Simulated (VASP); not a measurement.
Input of a VASP 6.6.1 run:

The input INCAR:

```
SYSTEM = La2F3
PREC = Accurate
ENCUT = 520
EDIFF = 1E-6
ISMEAR = 0
SIGMA = 0.1
LREAL = .False.
LASPH = .True.
NELM = 80
ALGO = Normal
ISIF = 2
LWAVE = .False.
LCHARG = .False.
GGA = PE
NBANDS = 30
```

File KPOINTS:

```
regular mesh
0
Gamma
  6 6 6
  0 0 0
```

File POSCAR:

```
La2F3
1.0
   -1.7855205500      1.7855205500      7.5897084800
    1.7855205500     -1.7855205500      7.5897084800
    1.7855205500      1.7855205500     -7.5897084800
La F
2 3
Direct
    0.8890520300      0.8890520300      0.0000000000
    0.1109479700      0.1109479700      0.0000000000
    0.5000000000      0.5000000000      0.0000000000
    0.3055556100      0.3055556100      0.0000000000
    0.6944443900      0.6944443900      0.0000000000
```

Potentials or basis: VASP PAW PBE potentials, release 64 (La, F).

Run with:

```console
$ cat potpaw_PBE.64/La/POTCAR potpaw_PBE.64/F/POTCAR > POTCAR
$ mpirun -np 1 vasp_std > vasp.out
```

What does it give for the band gap on the k mesh?

Zero (an odd number of electrons rules out a gap without spin polarisation).

Predict the largest force.

1.246 eV/Å.

Predict the pressure.

-8.6 GPa.

Forces in eV/Å, atoms in the order of the input:
```
La   0.000  0.000 -1.246
La   0.000  0.000  1.246
F    0.000  0.000  0.000
F    0.000  0.000  0.675
F    0.000  0.000 -0.675
```

Caveat: the cell stands under tension; spin-orbit coupling is left out, which moves the levels of the heavy elements; an odd number of electrons without spin polarisation forces a metal; a magnetic or distorted state may lie lower.
